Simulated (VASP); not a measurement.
# Zn (P-1) in VASP: settings compared

Aim: see how the results for Zn move with the level of theory and the settings. Levels: LDA, r2SCAN. Tasks: single point.

Everything below comes from runs of VASP 6.6.1. Logs are shortened: lines on timing, memory, paths and dates and some standing lists are left out, and cuts for length are marked.

### Step 1. The cell of the first run

The typed cell holds 1 atom: a = 2.957 Å, b = 2.540 Å, c = 2.586 Å, α = 106.99°, β = 108.68°, γ = 110.68°.

### Step 2. Single point, LDA

INCAR

```
PREC = Accurate
ENCUT = 520
EDIFF = 1E-6
ISMEAR = 0
SIGMA = 0.1
LREAL = F
LASPH = T
NELM = 100
ALGO = Normal
ISIF = 2
LWAVE = F
LCHARG = F
NBANDS = 12
```

KPOINTS

```
Automatic mesh
0
Gamma
  8 9 9
```

POSCAR

```
Zn
1.0
   -1.5935815700      1.7766151400      1.7460215800
    1.5039206500     -1.5066388000      1.3863843100
    1.5441115400      1.4571687700     -1.4760452300
Zn
1
Direct
    0.0000000000      0.0000000000      0.0000000000
```

Potentials or basis: VASP PAW LDA potentials, release 64 (Zn).

Started as:

```sh
cat potpaw_LDA.64/Zn/POTCAR > POTCAR
mpirun -np 1 vasp_std > vasp.out
```

OUTCAR:

```text
PREC = Accurate
   ENCUT = 520
   EDIFF = 1E-6
   ISMEAR = 0
   LREAL = F
   LASPH = T
   NELM = 100
   ISIF = 2

 ion  position               nearest neighbor table
   1  0.000  0.000  0.000-

  LATTYP: Found a triclinic cell.
 ALAT       =     2.5857940353
 B/A-ratio  =     1.5935497353
 C/A-ratio  =     2.0554494821
 COS(alpha) =     0.0013194646
 COS(beta)  =     0.5250372924
 COS(gamma) =     0.8076867179

  Lattice vectors:

 A1 = (  -1.5441115400,  -1.4571687700,   1.4760452300)
 A2 = (  -0.0401908900,  -2.9638075700,   2.8624295400)
 A3 = (  -4.6416137600,   1.8260851700,   1.8356825000)

Analysis of symmetry for initial positions (statically):
=====================================================================
 Subroutine PRICEL returns:
 Original cell was already a primitive cell.

 Routine SETGRP: Setting up the symmetry group for a
 triclinic supercell.

 Subroutine GETGRP returns: Found  2 space group operations
 (whereof  2 operations were pure point group operations)
 out of a pool of  2 trial point group operations.

The static configuration has the point symmetry S_2 .

Analysis of symmetry for dynamics (positions and initial velocities):
=====================================================================
 Subroutine PRICEL returns:
 Original cell was already a primitive cell.

 Routine SETGRP: Setting up the symmetry group for a
 triclinic supercell.

 Subroutine GETGRP returns: Found  2 space group operations
 (whereof  2 operations were pure point group operations)
 out of a pool of  2 trial point group operations.

The dynamic configuration has the point symmetry S_2 .

 Subroutine INISYM returns: Found  2 space group operations
 (whereof  2 operations are pure point group operations),
 and found     1 'primitive' translations

----------------------------------------------------------------------------------------

                                     Primitive cell

  volume of cell :      15.3108

  direct lattice vectors                    reciprocal lattice vectors
    -1.593581570  1.776615140  1.746021580     0.013302410  0.284803858  0.295077469
     1.503920650 -1.506638800  1.386384310     0.337447958 -0.022458176  0.330838055
     1.544111540  1.457168770 -1.476045230     0.332685502  0.315801988 -0.017695720

  length of vectors
     2.957102456  2.540432886  2.585794035     0.410318053  0.473106026  0.459046487

  position of ions in fractional coordinates (direct lattice)
     0.000000000  0.000000000  0.000000000

  ion indices of the primitive-cell ions
   primitive index   ion index
                 1           1

----------------------------------------------------------------------------------------

 KPOINTS: Automatic mesh

Automatic generation of k-mesh.
 Grid dimensions read from file:
 generate k-points for:    8    9    9

 Generating k-lattice:

  Cartesian coordinates                     Fractional coordinates (reciprocal lattice)
     0.001662801  0.035600482  0.036884684     0.125000000  0.000000000  0.000000000
     0.037494218 -0.002495353  0.036759784     0.000000000  0.111111111 -0.000000000
     0.036965056  0.035089110 -0.001966191     0.000000000  0.000000000  0.111111111

  Length of vectors
     0.051289757  0.052567336  0.051005165

  Shift w.r.t. Gamma in fractional coordinates (k-lattice)
     0.000000000  0.000000000  0.000000000

 Subroutine IBZKPT returns following result:
 ===========================================

 Found    325 irreducible k-points:

 Following reciprocal coordinates:
            Coordinates               Weight
  0.000000  0.000000  0.000000      1.000000
  0.125000  0.000000 -0.000000      2.000000
  0.250000  0.000000 -0.000000      2.000000
  0.375000 -0.000000  0.000000      2.000000
  0.500000  0.000000 -0.000000      1.000000
  0.000000  0.111111  0.000000      2.000000
[... 16 lines left out ...]
  0.125000  0.333333 -0.000000      2.000000
  0.250000  0.333333  0.000000      2.000000
 [... further k-points ...]
   k-points           NKPTS =    325   k-points in BZ     NKDIM =    325   number of bands    NBANDS=     12
   number of dos      NEDOS =    301   number of ions     NIONS =      1
   total plane-waves  NPLWV =   9600
   dimension x,y,z NGX =    24 NGY =   20 NGZ =   20
   dimension x,y,z NGXF=    48 NGYF=   40 NGZF=   40
   ions per type =               1
   NGX,Y,Z   is equivalent  to a cutoff of  13.49, 13.09, 12.86 a.u.
   NGXF,Y,Z  is equivalent  to a cutoff of  26.99, 26.18, 25.72 a.u.
 SYSTEM =  unknown system
   PREC   = accura    normal or accurate (medium, high low for compatibility)
   ISTART =      0    job   : 0-new  1-cont  2-samecut
   ICHARG =      2    charge: 1-file 2-atom 10-const
   ISPIN  =      1    spin polarized calculation?
   LNONCOLLINEAR =      F non collinear calculations
   LSORBIT =      F    spin-orbit coupling
   LASPH  =      T    aspherical Exc in radial PAW
   ENCUT  =  520.0 eV  38.22 Ry    6.18 a.u.   5.50  4.72  4.81*2*pi/ulx,y,z
   NELM   =    100;   NELMIN=  2; NELMDL= -5     # of ELM steps
   EDIFF  = 0.1E-05   stopping-criterion for ELM
   LREAL  =      F    real-space projection
   EDIFFG = 0.1E-04   stopping-criterion for IOM
   NSW    =      0    number of steps for IOM
   IBRION =     -1    ionic relax: 0-MD 1-quasi-New 2-CG
   NFREE  =      0    steps in history (QN), initial steepest desc. (CG)
   ISIF   =      2    stress and relaxation
   ISYM   =      2    0-nonsym 1-usesym 2-fastsym
   POTIM  = 0.5000    time-step for ionic-motion
   TEBEG  =    0.0;   TEEND  =   0.0 temperature during run
   PSTRESS=    0.0 pullay stress
   NELECT =      12.0000    total number of electrons
   NUPDOWN=      -1.0000    fix difference up-down
   EMIN   =  10.00;   EMAX   =-10.00  energy-range for DOS
   EFERMI =   0.00;   METHOD = LEGACY
   ISMEAR =     0;   SIGMA  =   0.10  broadening in eV -4-tet -1-fermi 0-gaus
   EFERMI_NEDOS =   21; number of points for ismear=-14 and -15
   IALGO  =     38    algorithm
   IMIX   =      4    mixing-type and parameters
     AMIX     =   0.40;   BMIX     =  1.00
     AMIX_MAG =   1.60;   BMIX_MAG =  1.00
  volume/ion in A,a.u.               =      15.31       103.32
  Fermi-wavevector in a.u.,A,eV,Ry     =   1.509393  2.852338 30.997692  2.278266
  Thomas-Fermi vector in A             =   2.619721
   LORBIT       =      0    0 simple, 1 ext, 2 COOP (PROOUT), +10 PAW based schemes
   GGA     = CA    functional components
   LHFCALC =     F    Hartree Fock is set to
   AEXX    =    0.0000 exact exchange contribution
   IVDW    =     0    specifies the selected vdW correction
   LEPSILON=     F    determine dielectric tensor
   LRPA    =     F    only Hartree local field effects (RPA)
 non-spin polarized calculation
 Gauss-broadening in eV      SIGMA  =   0.10
  energy-cutoff  :      520.00
  volume of cell :       15.31
 maximum number of plane-waves:       423
 NGX is ok and might be reduce to    24
   NGX = 11   NGY =  9   NGZ =  9

 number of electron      11.9999996 magnetization

 Free energy of the ion-electron system (eV)
  ---------------------------------------------------
  ext. energy  EPLUGINS =         0.00000000
  ---------------------------------------------------
  free energy    TOTEN  =        -1.75053587 eV

  energy without entropy =       -1.74874486  energy(sigma->0) =       -1.74964037

 E-fermi :   2.9056     XC(G=0): -11.8470

 val. band max:        2.8887565997   @ k =  -0.3750  -0.4444   0.1111
 cond. band min:       2.9144588118   @ k =   0.5000  -0.1111   0.4444
 fundamental gap:      0.0257022120
 Fermi energy:         2.9055977132

 k-point     1 :       0.0000    0.0000    0.0000
  band No.  band energies     occupation
      1      -7.5161      2.00000
      2      -5.2806      2.00000
      3      -5.1212      2.00000
      4      -4.6931      2.00000
      5      -4.4334      2.00000
      6      -4.3966      2.00000
      7      17.0503      0.00000
      8      20.9078      0.00000
      9      21.7020      0.00000
     10      22.1774      0.00000
     11      24.3397      0.00000
     12      24.8393      0.00000

 k-point     2 :       0.1250    0.0000   -0.0000
  band No.  band energies     occupation
      1      -7.1363      2.00000
      2      -5.2998      2.00000
      3      -5.0992      2.00000
      4      -4.6352      2.00000
      5      -4.4308      2.00000
      6      -4.3948      2.00000
      7      12.8844      0.00000
      8      20.2012      0.00000
      9      20.8565      0.00000
     10      22.7807      0.00000
     11      24.1984      0.00000
     12      26.0430      0.00000

 k-point     3 :       0.2500    0.0000   -0.0000
  band No.  band energies     occupation
      1      -6.2364      2.00000
      2      -5.3516      2.00000
      3      -4.7919      2.00000
      4      -4.4850      2.00000
      5      -4.4286      2.00000
      6      -4.3751      2.00000
      7       7.8468      0.00000
      8      18.1847      0.00000
      9      19.2054      0.00000
     10      21.3050      0.00000
     11      23.0009      0.00000
     12      29.4324      0.00000
[... 286 lines left out ...]
 k-point    23 :       0.1250    0.3333   -0.0000
  band No.  band energies     occupation
      1      -5.5390      2.00000
      2      -5.2650      2.00000
      3      -4.5378      2.00000
      4      -4.4534      2.00000
      5      -4.3191      2.00000
      6      -1.4855      2.00000
      7       6.6402      0.00000
      8       8.1706      0.00000
      9      16.8249      0.00000
     10      19.6510      0.00000
     11      22.6782      0.00000
     12      26.8758      0.00000

 k-point    24 :       0.2500    0.3333    0.0000
  band No.  band energies     occupation
      1      -5.4856      2.00000
      2      -5.1823      2.00000
      3      -4.7058      2.00000
      4      -4.4227      2.00000
      5      -4.3483      2.00000
      6       1.0008      2.00000
      7       4.2662      0.00000
      8       5.4779      0.00000
      9      16.1002      0.00000
     10      24.1870      0.00000
     11      24.6006      0.00000
     12      26.5240      0.00000

 [... further k-points ...]

------------------------ aborting loop because EDIFF is reached ----------------------------------------

  FORCE on cell =-STRESS in cart. coord.  units (eV):
  Direction    XX          YY          ZZ          XY          YZ          ZX
  --------------------------------------------------------------------------------------
  -------------------------------------------------------------------------------------
  Total       -0.8602480     -0.4022839     -0.4210108     -0.1327696     -0.1663478     -0.0234912
  in kB      -90.0192083    -42.0963203    -44.0559629    -13.8934542    -17.4071883     -2.4581996
  external PRESSURE =     -58.7238305 kB  Pullay stress =       0.0000000 kB

 VOLUME and BASIS-vectors are now :
 -----------------------------------------------------------------------------
  energy-cutoff  :      520.00
  volume of cell :       15.31
      direct lattice vectors                 reciprocal lattice vectors
    -1.593581570  1.776615140  1.746021580     0.013302410  0.284803858  0.295077469
     1.503920650 -1.506638800  1.386384310     0.337447958 -0.022458176  0.330838055
     1.544111540  1.457168770 -1.476045230     0.332685502  0.315801988 -0.017695720

 POSITION                                       TOTAL-FORCE (eV/Angst)
 -----------------------------------------------------------------------------------
      0.00000      0.00000      0.00000         0.000000      0.000000     -0.000000
 -----------------------------------------------------------------------------------
    total drift:                               -0.000000     -0.000000      0.000000

  FREE ENERGIE OF THE ION-ELECTRON SYSTEM (eV)
  ---------------------------------------------------
  free  energy   TOTEN  =        -1.7505358728 eV

  energy  without entropy=       -1.7487448640  energy(sigma->0) =       -1.74964037
```

It took 19 s on 1 thread of AMD EPYC 9R45 (Zen 5), shared host; peak memory 0.13 GiB.

Results:

```yaml
Free_energy: -1.7505 eV
Pressure: -5.9 GPa
Band_gap_on_the_k_mesh: zero (band 6 reaches 5.90 eV, above the bottom of band 7 at 0.01 eV)
```

Levels at points of the mesh, in eV from the Fermi level:
```
           k point  band 4  band 5  band 6  band 7  band 8  band 9
(0.00, 0.00, 0.00)   -7.60   -7.34   -7.30   14.14   18.00   18.80
(0.50, 0.00, 0.00)   -7.24   -7.16   -3.51   -2.90   13.41   14.78
```

### Step 3. Single point, r2SCAN

POSCAR is that of step 2.

INCAR.step1

```
SYSTEM = Zn
PREC = Accurate ; ENCUT = 520
ISMEAR = 0 ; SIGMA = 0.05
LREAL = .FALSE. ; LASPH = .TRUE.
NELM = 80 ; NBANDS = 12
GGA = PE ; ALGO = Normal
EDIFF = 1E-4 ; LWAVE = .TRUE.
LCHARG = .FALSE.
```

INCAR.step2

```
SYSTEM = Zn
PREC = Accurate ; ENCUT = 520
EDIFF = 1E-7 ; ISMEAR = 0
SIGMA = 0.05 ; LREAL = .FALSE.
LASPH = .TRUE. ; NELM = 80
ALGO = Normal ; ISIF = 2
LWAVE = .FALSE. ; LCHARG = .FALSE.
METAGGA = R2SCAN ; LMIXTAU = .TRUE.
NBANDS = 12 ; ISTART = 1
```

KPOINTS

```
regular mesh
0
G
  8 9 9
  0 0 0
```

Potentials or basis: VASP PAW PBE potentials, release 64 (Zn).

Started as:

```sh
cat potpaw_PBE.64/Zn/POTCAR > POTCAR
cp INCAR.step1 INCAR
mpirun -np 1 vasp_std > vasp.out
cp INCAR.step2 INCAR
mpirun -np 1 vasp_std > vasp.out
```

Run time: 1.7 min. Hardware: 1 thread of AMD EPYC 9R45 (Zen 5), shared host; peak memory 0.14 GiB.

Results (log left out):

```
Free energy            : -8.7930 eV
Pressure               : -1.9 GPa
Band gap on the k mesh : zero (band 6 reaches 6.25 eV, above the bottom of band 7 at 0.10 eV)
```

Stress tensor (GPa, compression positive):
```
-6.07 -1.07  0.28
-1.07 -0.67 -2.99
 0.28 -2.99  1.16
```

Levels at points of the mesh, in eV from the Fermi level:
```
           k point  band 3  band 4  band 5  band 6  band 7  band 8  band 9  band 10
(0.00, 0.00, 0.00)   -8.35   -7.91   -7.66   -7.62   15.00   18.61   20.03    20.30
(0.50, 0.00, 0.00)   -7.64   -7.56   -7.47   -3.79   -2.99   14.31   15.59    17.58
```

Caveat: the PAW data sets were made with another functional, which shifts forces and pressure a little.
